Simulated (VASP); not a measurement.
Wanted: the native input for a VASP 6.6.1 run.

| Property | Result |
| --- | --- |
| Task | relaxation of the atoms |
| Functional | LDA |
| Potentials or basis | VASP PAW LDA potentials, release 64 (Cu, C, O) |
| Cutoff | 520 eV |
| k mesh | 6 × 6 × 1 |
| Occupations | gaussian, width 0.1 eV |
| Spin | no spin polarisation |
| Dipole correction | yes |
| Atoms held fixed (from 0) | [0, 1, 2, 3, 4, 5, 6, 7] |
| Further INCAR settings | LREAL = Auto; ALGO = Normal; EDIFF = 1e-06; IBRION = 2; EDIFFG = -0.01; NSW = 100 |

The structure of Cu16CO lies in POSCAR:

```
Cu16CO
1.0
    5.1123820280      0.0000000000      0.0000000000
    2.5561910140      4.4274527101      0.0000000000
    0.0000000000      0.0000000000     24.2613636694
Cu C O
16 1 1
Selective dynamics
Direct
    0.0000000000      0.0000000000      0.3709601868  F F F
    0.5000000000      0.0000000000      0.3709601868  F F F
    0.0000000000      0.5000000000      0.3709601868  F F F
    0.5000000000      0.5000000000      0.3709601868  F F F
    0.1666666667      0.1666666667      0.4569867289  F F F
    0.6666666667      0.1666666667      0.4569867289  F F F
    0.1666666667      0.6666666667      0.4569867289  F F F
    0.6666666667      0.6666666667      0.4569867289  F F F
   -0.1666666667      0.3333333333      0.5430132711  T T T
    0.3333333333      0.3333333333      0.5430132711  T T T
   -0.1666666667      0.8333333333      0.5430132711  T T T
    0.3333333333      0.8333333333      0.5430132711  T T T
    0.0000000000      0.0000000000      0.6290398132  T T T
    0.5000000000      0.0000000000      0.6290398132  T T T
    0.0000000000      0.5000000000      0.6290398132  T T T
    0.5000000000      0.5000000000      0.6290398132  T T T
    0.0000000000      0.0000000000      0.7065292744  T T T
    0.0000000000      0.0000000000      0.7547540987  T T T
```

These files were run (other wordings do the same):

INCAR

```
SYSTEM = Cu16CO
PREC = Accurate ; ENCUT = 520
EDIFF = 1E-6 ; ISMEAR = 0
SIGMA = 0.1 ; LREAL = Auto
LASPH = .TRUE. ; NELM = 100
ALGO = Normal ; ISIF = 2
LWAVE = .FALSE. ; LCHARG = .FALSE.
LDIPOL = .TRUE. ; IDIPOL = 3
DIPOL = 0.5 0.5 0.526 ; IBRION = 2
NSW = 100 ; EDIFFG = -0.01
LUSENCCL = .FALSE.
```

KPOINTS

```
Automatic mesh
0
G
  6 6 1
  0 0 0
```

Potentials or basis: VASP PAW LDA potentials, release 64 (Cu, C, O).

Command:

```console
$ cat potpaw_LDA.64/Cu/POTCAR potpaw_LDA.64/C/POTCAR potpaw_LDA.64/O/POTCAR > POTCAR
$ mpirun -np 1 vasp_std > vasp.out
```

It gave:

```yaml
Energy_gained_by_relaxing: 19.6 meV/atom
Ionic_steps: 58
Band_gap_on_the_k_mesh: zero (bands 93 and 94 overlap by 0.53 eV)
```

It took 80 min on 1 × NVIDIA H100 80GB with 1 thread of AMD EPYC 7R13 Processor (Zen 3) (shared host), peak memory 1.7 GiB.
